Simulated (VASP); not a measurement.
# W (Im-3m) in VASP: notebook, part 2 of 2

VASP 6.6.1. The steps go on from the part before.

## 3. Relaxation of cell and atoms, PBEsol

This run uses another cell than the first one, of 15.85 Å³/atom, 1.022 times its volume.

File INCAR:

```
PREC     = Accurate       # precision mode
ENCUT    = 600            # plane-wave cutoff, eV
EDIFF    = 1E-6           # SCF threshold, eV
ISMEAR   = -1             # smearing method
SIGMA    = 0.05           # smearing width, eV
LREAL    = F              # projectors in reciprocal space
LASPH    = T              # aspherical terms in the spheres
NELM     = 100            # most SCF steps
ALGO     = Fast           # electronic algorithm
ISIF     = 3              # what is computed and relaxed
LWAVE    = F              # write WAVECAR
LCHARG   = F              # write CHGCAR
GGA      = PS             # functional
IBRION   = 2              # ionic algorithm
NSW      = 60             # ionic steps
EDIFFG   = -0.01          # ionic threshold
```

File KPOINTS:

```
regular mesh
0
Gamma
  12 12 12
```

File POSCAR:

```
W
1.0
   -1.5823450000      1.5823450000      1.5823450000
    1.5823450000     -1.5823450000      1.5823450000
    1.5823450000      1.5823450000     -1.5823450000
W
1
Direct
    0.0000000000      0.0000000000      0.0000000000
```

Potentials or basis: VASP PAW PBE potentials, release 64 (W_sv).

Run with:

```
$ cat potpaw_PBE.64/W_sv/POTCAR > POTCAR
$ mpirun -np 1 vasp_std > vasp.out
```

OUTCAR:

```text
PREC = Accurate
   ENCUT = 600
   EDIFF = 1E-6
   ISMEAR = -1
   LREAL = F
   LASPH = T
   NELM = 100
   ISIF = 3
   GGA = PS
   IBRION = 2
   NSW = 60
   EDIFFG = -0.01

 ion  position               nearest neighbor table
   1  0.000  0.000  0.000-

  LATTYP: Found a body centered cubic cell.
 ALAT       =     3.1646900000

  Lattice vectors:

 A1 = (  -1.5823450000,   1.5823450000,   1.5823450000)
 A2 = (   1.5823450000,  -1.5823450000,   1.5823450000)
 A3 = (   1.5823450000,   1.5823450000,  -1.5823450000)

Analysis of symmetry for initial positions (statically):
=====================================================================
 Subroutine PRICEL returns:
 Original cell was already a primitive cell.

 Routine SETGRP: Setting up the symmetry group for a
 body centered cubic supercell.

 Subroutine GETGRP returns: Found 48 space group operations
 (whereof 48 operations were pure point group operations)
 out of a pool of 48 trial point group operations.

The static configuration has the point symmetry O_h .

Analysis of symmetry for dynamics (positions and initial velocities):
=====================================================================
 Subroutine PRICEL returns:
 Original cell was already a primitive cell.

 Routine SETGRP: Setting up the symmetry group for a
 body centered cubic supercell.

 Subroutine GETGRP returns: Found 48 space group operations
 (whereof 48 operations were pure point group operations)
 out of a pool of 48 trial point group operations.

The dynamic configuration has the point symmetry O_h .

 Subroutine INISYM returns: Found 48 space group operations
 (whereof 48 operations are pure point group operations),
 and found     1 'primitive' translations

----------------------------------------------------------------------------------------
[... 122 lines left out ...]
 conjugate gradient relaxation of ions
 non-spin polarized calculation
 RMM-DIIS sequential band-by-band and
  energy-cutoff  :      600.00
  volume of cell :       15.85
 maximum number of plane-waves:       543
 NGX is ok and might be reduce to    24
   NGX = 11   NGY = 11   NGZ = 11

--------------------------------------- Ionic step        1  -------------------------------------------

 number of electron      14.0000002 magnetization

 Free energy of the ion-electron system (eV)
  ---------------------------------------------------
  ext. energy  EPLUGINS =         0.00000000
  ---------------------------------------------------
  free energy    TOTEN  =       -13.80616340 eV

  energy without entropy =      -13.80123384  energy(sigma->0) =      -13.80369862

------------------------ aborting loop because EDIFF is reached ----------------------------------------

  FORCE on cell =-STRESS in cart. coord.  units (eV):
  Direction    XX          YY          ZZ          XY          YZ          ZX
  --------------------------------------------------------------------------------------
  -------------------------------------------------------------------------------------
  Total       -0.2275092     -0.2275092     -0.2275092      0.0000000      0.0000000      0.0000000
  in kB      -23.0009647    -23.0009647    -23.0009647      0.0000000      0.0000000      0.0000000
  external PRESSURE =     -23.0009647 kB  Pullay stress =       0.0000000 kB
[... 57 lines left out ...]
--------------------------------------- Ionic step        3  -------------------------------------------

 number of electron      14.0000001 magnetization

 Free energy of the ion-electron system (eV)
  ---------------------------------------------------
  ext. energy  EPLUGINS =         0.00000000
  ---------------------------------------------------
  free energy    TOTEN  =       -13.80701075 eV

  energy without entropy =      -13.80197585  energy(sigma->0) =      -13.80449330

 E-fermi :  11.3034     XC(G=0): -13.8039

 val. band max:       11.2764707545   @ k =   0.4167   0.0833   0.0000
 cond. band min:      11.3070685103   @ k =  -0.1667   0.1667   0.0833
 fundamental gap:      0.0305977558
 Fermi energy:        11.3033688326

 k-point     1 :       0.0000    0.0000    0.0000
  band No.  band energies     occupation
      1     -62.7541      2.00000
      2     -26.3003      2.00000
      3     -26.3003      2.00000
      4     -26.3003      2.00000
      5       1.6896      2.00000
      6      10.1366      2.00000
      7      10.1366      2.00000
      8      10.1366      2.00000
      9      13.6364      0.00000
     10      13.6364      0.00000
     11      25.9434      0.00000
[... 309 lines left out ...]
 k-point    24 :       0.4167    0.0833    0.0833
  band No.  band energies     occupation
      1     -62.6123      2.00000
      2     -27.5395      2.00000
      3     -26.7924      2.00000
      4     -26.3975      2.00000
      5       5.7191      2.00000
      6       7.7351      2.00000
      7      11.1392      1.92764
      8      13.7900      0.00000
      9      14.5672      0.00000
     10      18.9044      0.00000
     11      21.3968      0.00000

 [... further k-points ...]
[... 5 lines left out ...]
  --------------------------------------------------------------------------------------
  -------------------------------------------------------------------------------------
  Total        0.0032835      0.0032835      0.0032835     -0.0000000      0.0000000     -0.0000000
  in kB        0.3343845      0.3343845      0.3343845     -0.0000000      0.0000000     -0.0000000
  external PRESSURE =       0.3343845 kB  Pullay stress =       0.0000000 kB
[... 16 lines left out ...]
  FREE ENERGIE OF THE ION-ELECTRON SYSTEM (eV)
  ---------------------------------------------------
  free  energy   TOTEN  =       -13.8070107490 eV

  energy  without entropy=      -13.8019758538  energy(sigma->0) =      -13.80449330

 reached required accuracy - stopping structural energy minimisation
```

OSZICAR:

```text
N       E                     dE             d eps       ncg     rms          rms(c)
DAV:   1     0.826377968618E+02    0.82638E+02   -0.86035E+03  1592   0.159E+03
DAV:   2    -0.128418816655E+02   -0.95480E+02   -0.92029E+02  1710   0.358E+02
DAV:   3    -0.144969822708E+02   -0.16551E+01   -0.16306E+01  1776   0.455E+01
[... 27 lines left out ...]
RMM:   5    -0.138069935342E+02    0.37394E-04   -0.96685E-04  1613   0.413E-01    0.147E-02
RMM:   6    -0.138070090893E+02   -0.15555E-04   -0.16286E-04  1700   0.177E-01    0.197E-02
RMM:   7    -0.138070121686E+02   -0.30793E-05   -0.18654E-05  1540   0.603E-02    0.167E-02
RMM:   8    -0.138070107616E+02    0.14069E-05   -0.66223E-06  1501   0.381E-02    0.123E-03
RMM:   9    -0.138070107490E+02    0.12585E-07   -0.17670E-06  1058   0.188E-02
   3 F= -.13807011E+02 E0= -.13804493E+02  d E =-.847349E-03
```

CONTCAR:

```text
W
   1.00000000000000
    -1.5785025534421193    1.5785025534421193    1.5785025534421193
     1.5785025534421193   -1.5785025534421193    1.5785025534421193
     1.5785025534421193    1.5785025534421193   -1.5785025534421193
  W
     1
Direct
     0.0000000000000000    0.0000000000000000    0.0000000000000000

  0.00000000E+00  0.00000000E+00  0.00000000E+00
```

Wall time 20 s (1 thread of Intel Xeon Platinum 8375C at 2.90GHz (Ice Lake), shared host); peak memory 0.15 GiB.

Results:

```yaml
Free_energy: -13.8070 eV
Relaxed_volume: 15.73 Å³/atom
Relaxed_cell: a = 2.734 Å, b = 2.734 Å, c = 2.734 Å, α = 109.47°, β = 109.47°, γ = 109.47°
Space_group_after_relaxing_to_0.05_Å: Im-3m (No. 229)
Energy_gained_by_relaxing: 0.8 meV/atom
Ionic_steps: 3
Pressure_after_relaxing: 0.0 GPa
Band_gap_on_the_k_mesh: zero (band 7 reaches 16.62 eV, above the bottom of band 8 at 10.14 eV)
```

Step by step:
```
step  energy change (eV)  largest force (eV/Å)  pressure (GPa)  volume (Å³)
   1              0.0000                0.0000           -2.30        15.85
   2              0.0097                0.0000            8.70        15.33
   3             -0.0008                0.0000            0.03        15.73
```

Final structure:
```
W
1.0
    -1.57850    1.57850    1.57850
     1.57850   -1.57850    1.57850
     1.57850    1.57850   -1.57850
W
1
Direct
  0.00000 0.00000 0.00000
```

Levels at points of the mesh, in eV from the Fermi level:
| k point | band 5 | band 6 | band 7 | band 8 | band 9 | band 10 |
| --- | --- | --- | --- | --- | --- | --- |
| (0.00, 0.00, 0.00) | -9.61 | -1.17 | -1.17 | -1.17 | 2.33 | 2.33 |
| (0.50, 0.00, 0.00) | -6.26 | -3.53 | 0.80 | 2.24 | 3.22 | 6.32 |
| (0.50, 0.50, 0.50) | -5.83 | -5.83 | 5.31 | 5.31 | 5.31 | 8.40 |

Caveat: the PAW data sets were made with another functional, which shifts forces and pressure a little; spin-orbit coupling is left out, which moves the levels of the heavy elements.
